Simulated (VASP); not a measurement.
# In3Sb (Pm-3m) in VASP: further runs

The runs below take In3Sb through single point, with r2SCAN.

All numbers are computed with VASP 6.6.1; they aren't measurements. Logs are shortened: lines on timing, memory, paths and dates and some standing lists are left out, and cuts for length are marked.

## 1. The cell of the first run

It takes space group Pm-3m (No. 221, cubic). The conventional cell has a = 4.689 Å, b = 4.689 Å, c = 4.689 Å, α = 90.00°, β = 90.00°, γ = 90.00°. Within 4.4 Å of In (site symmetry 4/mmm) lie 8 In at 3.32 Å and 4 Sb at 3.32 Å. Sb (site symmetry m-3m) has 12 In at 3.32 Å within 4.4 Å.

## 2. Single point, r2SCAN (25.77 Å³/atom)

Contents of POSCAR:

```
In3Sb
1.0
    4.6886551873      0.0000000000      0.0000000000
    0.0000000000      4.6886551873      0.0000000000
    0.0000000000      0.0000000000      4.6886551873
In Sb
3 1
Direct
    0.5000000000      0.5000000000      0.0000000000
    0.5000000000      0.0000000000      0.5000000000
    0.0000000000      0.5000000000      0.5000000000
    0.0000000000      0.0000000000      0.0000000000
```

Contents of INCAR.step1:

```
ALGO     = Normal         # electronic algorithm
EDIFF    = 1E-4           # SCF threshold, eV
ENCUT    = 520            # plane-wave cutoff, eV
GGA      = PE             # functional
ISMEAR   = 0              # smearing method
LASPH    = True           # aspherical terms in the spheres
LCHARG   = False          # write CHGCAR
LREAL    = False          # projectors in reciprocal space
LWAVE    = True           # write WAVECAR
NBANDS   = 30             # bands
NELM     = 100            # most SCF steps
PREC     = Accurate       # precision mode
SIGMA    = 0.1            # smearing width, eV
```

Contents of INCAR.step2:

```
ALGO     = Normal         # electronic algorithm
EDIFF    = 1E-6           # SCF threshold, eV
ENCUT    = 520            # plane-wave cutoff, eV
ISIF     = 2              # what is computed and relaxed
ISMEAR   = 0              # smearing method
ISTART   = 1            
LASPH    = True           # aspherical terms in the spheres
LCHARG   = True           # write CHGCAR
LELF     = True           # ELF
LMIXTAU  = True         
LREAL    = False          # projectors in reciprocal space
LVHAR    = True         
LWAVE    = False          # write WAVECAR
METAGGA  = R2SCAN         # meta-GGA
NBANDS   = 30             # bands
NELM     = 100            # most SCF steps
PREC     = Accurate       # precision mode
SIGMA    = 0.1            # smearing width, eV
```

Contents of KPOINTS:

```
k-points
0
Gamma
  10 10 10
```

Potentials or basis: VASP PAW PBE potentials, release 64 (In_d, Sb).

The run is started by

```console
$ cat potpaw_PBE.64/In_d/POTCAR potpaw_PBE.64/Sb/POTCAR > POTCAR
$ cp INCAR.step1 INCAR
$ mpirun -np 1 vasp_std > vasp.out
$ cp INCAR.step2 INCAR
$ mpirun -np 1 vasp_std > vasp.out
```

OUTCAR:

```text
EDIFF = 1E-6
   ENCUT = 520
   ISIF = 2
   ISMEAR = 0
   ISTART = 1
   LASPH = True
   LREAL = False
   METAGGA = R2SCAN
   NELM = 100
   PREC = Accurate

 ion  position               nearest neighbor table
   1  0.500  0.500  0.000-   2 3.32   3 3.32   4 3.32   2 3.32   3 3.32   2 3.32   4 3.32   2 3.32
                             3 3.32   4 3.32   3 3.32   4 3.32
   2  0.500  0.000  0.500-   1 3.32   3 3.32   4 3.32   1 3.32   4 3.32   1 3.32   3 3.32   1 3.32
                             3 3.32   4 3.32   4 3.32   3 3.32
   3  0.000  0.500  0.500-   1 3.32   2 3.32   4 3.32   1 3.32   4 3.32   2 3.32   4 3.32   4 3.32
                             1 3.32   2 3.32   1 3.32   2 3.32
   4  0.000  0.000  0.000-   1 3.32   2 3.32   3 3.32   2 3.32   3 3.32   1 3.32   3 3.32   3 3.32
                             1 3.32   2 3.32   2 3.32   1 3.32

  LATTYP: Found a simple cubic cell.
 ALAT       =     4.6886551873

  Lattice vectors:

 A1 = (   4.6886551873,   0.0000000000,   0.0000000000)
 A2 = (   0.0000000000,   4.6886551873,   0.0000000000)
 A3 = (   0.0000000000,   0.0000000000,   4.6886551873)

Analysis of symmetry for initial positions (statically):
=====================================================================
 Subroutine PRICEL returns:
 Original cell was already a primitive cell.

 Routine SETGRP: Setting up the symmetry group for a
 simple cubic supercell.

 Subroutine GETGRP returns: Found 48 space group operations
 (whereof 48 operations were pure point group operations)
 out of a pool of 48 trial point group operations.

The static configuration has the point symmetry O_h .

Analysis of symmetry for dynamics (positions and initial velocities):
=====================================================================
 Subroutine PRICEL returns:
 Original cell was already a primitive cell.

 Routine SETGRP: Setting up the symmetry group for a
 simple cubic supercell.

 Subroutine GETGRP returns: Found 48 space group operations
 (whereof 48 operations were pure point group operations)
 out of a pool of 48 trial point group operations.

The dynamic configuration has the point symmetry O_h .

 Subroutine INISYM returns: Found 48 space group operations
 (whereof 48 operations are pure point group operations),
 and found     1 'primitive' translations

----------------------------------------------------------------------------------------

                                     Primitive cell

  volume of cell :     103.0730

  direct lattice vectors                    reciprocal lattice vectors
     4.688655187  0.000000000  0.000000000     0.213280772  0.000000000  0.000000000
     0.000000000  4.688655187  0.000000000     0.000000000  0.213280772  0.000000000
     0.000000000  0.000000000  4.688655187     0.000000000  0.000000000  0.213280772

  length of vectors
     4.688655187  4.688655187  4.688655187     0.213280772  0.213280772  0.213280772

  position of ions in fractional coordinates (direct lattice)
     0.500000000  0.500000000  0.000000000
     0.500000000  0.000000000  0.500000000
     0.000000000  0.500000000  0.500000000
     0.000000000  0.000000000  0.000000000

  ion indices of the primitive-cell ions
   primitive index   ion index
                 1           1
                 2           2
                 3           3
                 4           4

----------------------------------------------------------------------------------------

 KPOINTS: k-points

Automatic generation of k-mesh.
 Grid dimensions read from file:
 generate k-points for:   10   10   10

 Generating k-lattice:

  Cartesian coordinates                     Fractional coordinates (reciprocal lattice)
     0.021328077  0.000000000  0.000000000     0.100000000  0.000000000  0.000000000
     0.000000000  0.021328077  0.000000000     0.000000000  0.100000000  0.000000000
     0.000000000  0.000000000  0.021328077     0.000000000  0.000000000  0.100000000

  Length of vectors
     0.021328077  0.021328077  0.021328077

  Shift w.r.t. Gamma in fractional coordinates (k-lattice)
     0.000000000  0.000000000  0.000000000

 Subroutine IBZKPT returns following result:
 ===========================================

 Found     56 irreducible k-points:

 Following reciprocal coordinates:
            Coordinates               Weight
  0.000000  0.000000  0.000000      1.000000
  0.100000  0.000000  0.000000      6.000000
  0.200000  0.000000  0.000000      6.000000
  0.300000  0.000000  0.000000      6.000000
  0.400000  0.000000  0.000000      6.000000
  0.500000  0.000000  0.000000      3.000000
[... 16 lines left out ...]
  0.200000  0.100000  0.100000     24.000000
  0.300000  0.100000  0.100000     24.000000
 [... further k-points ...]
   k-points           NKPTS =     56   k-points in BZ     NKDIM =     56   number of bands    NBANDS=     30
   number of dos      NEDOS =    301   number of ions     NIONS =      4
   total plane-waves  NPLWV =  46656
   dimension x,y,z NGX =    36 NGY =   36 NGZ =   36
   dimension x,y,z NGXF=    72 NGYF=   72 NGZF=   72
   ions per type =               3   1
   NGX,Y,Z   is equivalent  to a cutoff of  12.76, 12.76, 12.76 a.u.
   NGXF,Y,Z  is equivalent  to a cutoff of  25.53, 25.53, 25.53 a.u.
 SYSTEM =  unknown system
   PREC   = accura    normal or accurate (medium, high low for compatibility)
   ISTART =      1    job   : 0-new  1-cont  2-samecut
   ICHARG =      0    charge: 1-file 2-atom 10-const
   ISPIN  =      1    spin polarized calculation?
   LNONCOLLINEAR =      F non collinear calculations
   LSORBIT =      F    spin-orbit coupling
   LASPH  =      T    aspherical Exc in radial PAW
   ENCUT  =  520.0 eV  38.22 Ry    6.18 a.u.   8.72  8.72  8.72*2*pi/ulx,y,z
   NELM   =    100;   NELMIN=  2; NELMDL=  0     # of ELM steps
   EDIFF  = 0.1E-05   stopping-criterion for ELM
   LREAL  =      F    real-space projection
   EDIFFG = 0.1E-04   stopping-criterion for IOM
   NSW    =      0    number of steps for IOM
   IBRION =     -1    ionic relax: 0-MD 1-quasi-New 2-CG
   NFREE  =      0    steps in history (QN), initial steepest desc. (CG)
   ISIF   =      2    stress and relaxation
   ISYM   =      2    0-nonsym 1-usesym 2-fastsym
   POTIM  = 0.5000    time-step for ionic-motion
   TEBEG  =    0.0;   TEEND  =   0.0 temperature during run
   PSTRESS=    0.0 pullay stress
   NELECT =      44.0000    total number of electrons
   NUPDOWN=      -1.0000    fix difference up-down
   EMIN   =  10.00;   EMAX   =-10.00  energy-range for DOS
   EFERMI =   0.00;   METHOD = LEGACY
   ISMEAR =     0;   SIGMA  =   0.10  broadening in eV -4-tet -1-fermi 0-gaus
   EFERMI_NEDOS =   21; number of points for ismear=-14 and -15
   IALGO  =     38    algorithm
   IMIX   =      4    mixing-type and parameters
     AMIX     =   0.40;   BMIX     =  1.00
     AMIX_MAG =   1.60;   BMIX_MAG =  1.00
  volume/ion in A,a.u.               =      25.77       173.89
  Fermi-wavevector in a.u.,A,eV,Ry     =   1.232662  2.329394 20.673457  1.519456
  Thomas-Fermi vector in A             =   2.367423
   LORBIT       =      0    0 simple, 1 ext, 2 COOP (PROOUT), +10 PAW based schemes
   METAGGA = R2SCAN    functional components
   LHFCALC =     F    Hartree Fock is set to
   AEXX    =    0.0000 exact exchange contribution
   IVDW    =     0    specifies the selected vdW correction
   LEPSILON=     F    determine dielectric tensor
   LRPA    =     F    only Hartree local field effects (RPA)
 non-spin polarized calculation
 Gauss-broadening in eV      SIGMA  =   0.10
  energy-cutoff  :      520.00
  volume of cell :      103.07
 maximum number of plane-waves:      2800
 NGX is ok and might be reduce to    36
   NGX = 17   NGY = 17   NGZ = 17

 number of electron      43.9999995 magnetization

 Free energy of the ion-electron system (eV)
  ---------------------------------------------------
  ext. energy  EPLUGINS =         0.00000000
  ---------------------------------------------------
  free energy    TOTEN  =       -93.14999793 eV

  energy without entropy =      -93.13607394  energy(sigma->0) =      -93.14303594

 E-fermi :   7.9283     XC(G=0): -11.0886

 val. band max:        7.9109771298   @ k =   0.3000   0.3000   0.1000
 cond. band min:       7.9508250541   @ k =   0.4000   0.0000   0.0000
 fundamental gap:      0.0398479243
 Fermi energy:         7.9282879211

 k-point     1 :       0.0000    0.0000    0.0000
  band No.  band energies     occupation
      1      -7.4534      2.00000
      2      -7.4428      2.00000
      3      -7.4428      2.00000
      4      -7.4428      2.00000
      5      -7.2825      2.00000
      6      -7.2825      2.00000
[... 22 lines left out ...]
     29      14.8413      0.00000
     30      14.9778      0.00000

 k-point     2 :       0.1000    0.0000    0.0000
  band No.  band energies     occupation
      1      -7.4431      2.00000
      2      -7.4405      2.00000
      3      -7.4317      2.00000
      4      -7.4317      2.00000
      5      -7.2811      2.00000
      6      -7.2747      2.00000
[... 22 lines left out ...]
     29      15.0229      0.00000
     30      15.1067      0.00000

 k-point     3 :       0.2000    0.0000    0.0000
  band No.  band energies     occupation
      1      -7.4343      2.00000
      2      -7.4141      2.00000
      3      -7.3991      2.00000
      4      -7.3991      2.00000
      5      -7.2770      2.00000
      6      -7.2526      2.00000
[... 22 lines left out ...]
     29      15.1561      0.00000
     30      15.3943      0.00000

 k-point     4 :       0.3000    0.0000    0.0000
  band No.  band energies     occupation
      1      -7.4261      2.00000
      2      -7.3724      2.00000
      3      -7.3481      2.00000
      4      -7.3481      2.00000
      5      -7.2706      2.00000
      6      -7.2201      2.00000
[... 616 lines left out ...]
     29      15.0487      0.00000
     30      15.3014      0.00000

 k-point    23 :       0.2000    0.1000    0.1000
  band No.  band energies     occupation
      1      -7.4226      2.00000
      2      -7.4004      2.00000
      3      -7.3875      2.00000
      4      -7.3797      2.00000
      5      -7.2639      2.00000
      6      -7.2450      2.00000
[... 22 lines left out ...]
     29      14.6647      0.00000
     30      15.3825      0.00000

 k-point    24 :       0.3000    0.1000    0.1000
  band No.  band energies     occupation
      1      -7.4102      2.00000
      2      -7.3679      2.00000
      3      -7.3429      2.00000
      4      -7.3304      2.00000
      5      -7.2583      2.00000
      6      -7.2119      2.00000
[... 22 lines left out ...]
     29      13.6271      0.00000
     30      15.6466      0.00000

 [... further k-points ...]

------------------------ aborting loop because EDIFF is reached ----------------------------------------

  FORCE on cell =-STRESS in cart. coord.  units (eV):
  Direction    XX          YY          ZZ          XY          YZ          ZX
  --------------------------------------------------------------------------------------
  -------------------------------------------------------------------------------------
  Total        1.8006998      1.8006998      1.8006998      0.0000000      0.0000000     -0.0000000
  in kB       27.9902651     27.9902651     27.9902651      0.0000000      0.0000000     -0.0000000
  external PRESSURE =      27.9902651 kB  Pullay stress =       0.0000000 kB

 VOLUME and BASIS-vectors are now :
 -----------------------------------------------------------------------------
  energy-cutoff  :      520.00
  volume of cell :      103.07
      direct lattice vectors                 reciprocal lattice vectors
     4.688655187  0.000000000  0.000000000     0.213280772  0.000000000  0.000000000
     0.000000000  4.688655187  0.000000000     0.000000000  0.213280772  0.000000000
     0.000000000  0.000000000  4.688655187     0.000000000  0.000000000  0.213280772

 POSITION                                       TOTAL-FORCE (eV/Angst)
 -----------------------------------------------------------------------------------
      2.34433      2.34433      0.00000         0.000000      0.000000      0.000000
      2.34433      0.00000      2.34433         0.000000      0.000000      0.000000
      0.00000      2.34433      2.34433         0.000000      0.000000      0.000000
      0.00000      0.00000      0.00000         0.000000      0.000000      0.000000
 -----------------------------------------------------------------------------------
    total drift:                                0.000000      0.000000      0.000000

  FREE ENERGIE OF THE ION-ELECTRON SYSTEM (eV)
  ---------------------------------------------------
  free  energy   TOTEN  =       -93.1499979270 eV

  energy  without entropy=      -93.1360739437  energy(sigma->0) =      -93.14303594
```

Run time: 7.4 min. Hardware: 1 thread of Intel Xeon 8259CL, shared host; peak memory 0.32 GiB.

Results:

- Free energy: -93.1500 eV
- Pressure: 2.8 GPa
- Band gap on the k mesh: zero (bands 22 and 23 overlap by 4.32 eV)

Levels at points of the mesh, in eV from the Fermi level:
| k point | band 20 | band 21 | band 22 | band 23 | band 24 | band 25 |
| --- | --- | --- | --- | --- | --- | --- |
| (0.00, 0.00, 0.00) | -3.42 | -2.17 | -2.17 | 2.52 | 2.52 | 2.52 |
| (0.50, 0.00, 0.00) | -1.91 | -1.44 | -0.38 | -0.38 | 0.16 | 1.15 |
| (0.50, 0.50, 0.00) | -0.79 | 0.08 | 0.58 | 0.58 | 1.59 | 1.59 |
| (0.50, 0.50, 0.50) | -4.62 | -4.62 | -4.62 | -3.68 | 6.14 | 6.14 |

Caveat: the PAW data sets were made with another functional, which shifts forces and pressure a little; spin-orbit coupling is left out, which moves the levels of the heavy elements.

## 3. Single point, r2SCAN (26.59 Å³/atom)

This run uses another cell than the first one, of 26.59 Å³/atom.

Contents of POSCAR:

```
In3Sb
1.0
    4.7380130795      0.0000000000      0.0000000000
    0.0000000000      4.7380130795      0.0000000000
    0.0000000000      0.0000000000      4.7380130795
In Sb
3 1
Direct
    0.5000000000      0.5000000000      0.0000000000
    0.5000000000      0.0000000000      0.5000000000
    0.0000000000      0.5000000000      0.5000000000
    0.0000000000      0.0000000000      0.0000000000
```

Contents of INCAR.step1:

```
SYSTEM = In3Sb
  PREC = Accurate
  ENCUT = 520
  ISMEAR = 0
  SIGMA = 0.1
  LREAL = .False.
  LASPH = .True.
  NELM = 60
  NBANDS = 30
  GGA = PE
  ALGO = Normal
  EDIFF = 1E-4
  LWAVE = .True.
  LCHARG = .False.
```

Contents of INCAR.step2:

```
SYSTEM = In3Sb
  PREC = Accurate
  ENCUT = 520
  EDIFF = 1E-7
  ISMEAR = 0
  SIGMA = 0.1
  LREAL = .False.
  LASPH = .True.
  NELM = 60
  ALGO = Normal
  ISIF = 2
  LWAVE = .False.
  LCHARG = .False.
  METAGGA = R2SCAN
  LMIXTAU = .True.
  NBANDS = 30
  ISTART = 1
```

Contents of KPOINTS:

```
Automatic mesh
0
Gamma
  10 10 10
  0 0 0
```

Potentials or basis: VASP PAW PBE potentials, release 64 (In_d, Sb).

The run is started by

```console
$ cat potpaw_PBE.64/In_d/POTCAR potpaw_PBE.64/Sb/POTCAR > POTCAR
$ cp INCAR.step1 INCAR
$ mpirun -np 1 vasp_std > vasp.out
$ cp INCAR.step2 INCAR
$ mpirun -np 1 vasp_std > vasp.out
```

It took 7.6 min on 1 thread of Intel Xeon 8259CL, shared host; peak memory 0.32 GiB.

It converged, with:

- Free energy: -93.1940 eV
- Pressure: 1.3 GPa
- Band gap on the k mesh: zero (bands 22 and 23 overlap by 4.09 eV)

Levels at points of the mesh, in eV from the Fermi level:
```csv
k point,band 20,band 21,band 22,band 23,band 24,band 25
"(0.00, 0.00, 0.00)",-3.26,-2.20,-2.20,2.49,2.49,2.49
"(0.50, 0.00, 0.00)",-1.81,-1.53,-0.30,-0.30,0.19,1.22
"(0.50, 0.50, 0.00)",-0.74,0.10,0.53,0.53,1.63,1.63
"(0.50, 0.50, 0.50)",-4.43,-4.43,-4.43,-3.52,5.97,5.97
```

Caveat: the PAW data sets were made with another functional, which shifts forces and pressure a little; spin-orbit coupling is left out, which moves the levels of the heavy elements.

## 4. Single point, r2SCAN

This run uses another cell than the first one, of 27.41 Å³/atom.

Contents of POSCAR:

```
In3Sb
1.0
    4.7863634912      0.0000000000      0.0000000000
    0.0000000000      4.7863634912      0.0000000000
    0.0000000000      0.0000000000      4.7863634912
In Sb
3 1
Direct
    0.5000000000      0.5000000000      0.0000000000
    0.5000000000      0.0000000000      0.5000000000
    0.0000000000      0.5000000000      0.5000000000
    0.0000000000      0.0000000000      0.0000000000
```

Contents of INCAR.step1:

```
SYSTEM = In3Sb
PREC = Accurate
ENCUT = 520
ISMEAR = 0
SIGMA = 0.1
LREAL = .False.
LASPH = .True.
NELM = 100
NBANDS = 30
GGA = PE
ALGO = Normal
EDIFF = 1E-4
LWAVE = .True.
LCHARG = .False.
```

Contents of INCAR.step2:

```
SYSTEM = In3Sb
PREC = Accurate
ENCUT = 520
EDIFF = 1E-6
ISMEAR = 0
SIGMA = 0.1
LREAL = .False.
LASPH = .True.
NELM = 100
ALGO = Normal
ISIF = 2
LWAVE = .False.
LCHARG = .False.
METAGGA = R2SCAN
LMIXTAU = .True.
NBANDS = 30
ISTART = 1
```

Contents of KPOINTS:

```
regular mesh
0
Gamma
  10 10 10
  0 0 0
```

The run is started by

```console
$ cat potpaw_PBE.64/In_d/POTCAR potpaw_PBE.64/Sb/POTCAR > POTCAR
$ cp INCAR.step1 INCAR
$ mpirun -np 1 vasp_std > vasp.out
$ cp INCAR.step2 INCAR
$ mpirun -np 1 vasp_std > vasp.out
```

Run time: 6.6 min. Hardware: 1 thread of Intel Xeon 8259CL, shared host; peak memory 0.32 GiB.

It converged, with:

- Free energy: -93.2083 eV
- Pressure: 0.0 GPa
- Band gap on the k mesh: zero (bands 22 and 23 overlap by 3.90 eV)

Levels at points of the mesh, in eV from the Fermi level:
```csv
k point,band 18,band 19,band 20,band 21,band 22,band 23,band 24,band 25,band 26,band 27
"(0.00, 0.00, 0.00)",-3.11,-3.11,-3.11,-2.22,-2.22,2.47,2.47,2.47,4.18,4.18
"(0.50, 0.00, 0.00)",-3.82,-1.72,-1.72,-1.60,-0.22,-0.22,0.22,1.29,4.91,4.91
"(0.50, 0.50, 0.00)",-6.23,-5.97,-0.69,0.12,0.48,0.48,1.60,1.66,1.66,1.95
"(0.50, 0.50, 0.50)",-4.51,-4.51,-4.24,-4.24,-4.24,-3.36,5.81,5.81,5.81,8.49
```

Caveat: the PAW data sets were made with another functional, which shifts forces and pressure a little; spin-orbit coupling is left out, which moves the levels of the heavy elements.

## 5. The runs side by side

```csv
cell,gap on the mesh (eV),pressure (GPa)
"a = 4.689 Å, 4 atoms",none,2.8
"a = 4.738 Å, 4 atoms",none,1.3
"a = 4.786 Å, 4 atoms",none,0.0
```

Alike in all rows: task single point; level r2SCAN; potentials or basis VASP PAW PBE potentials, release 64 (In_d, Sb); no spin polarisation; k mesh 10 × 10 × 10; cutoff (eV) 520; smearing gaussian 0.1 eV.

Caveats: the PAW data sets were made with another functional, which shifts forces and pressure a little; spin-orbit coupling is left out, which moves the levels of the heavy elements.

Total energies depend on the potentials used, so only differences within one code and one set of settings carry meaning.

The gap in the log of VASP goes by the Fermi energy; the results here count the filled bands.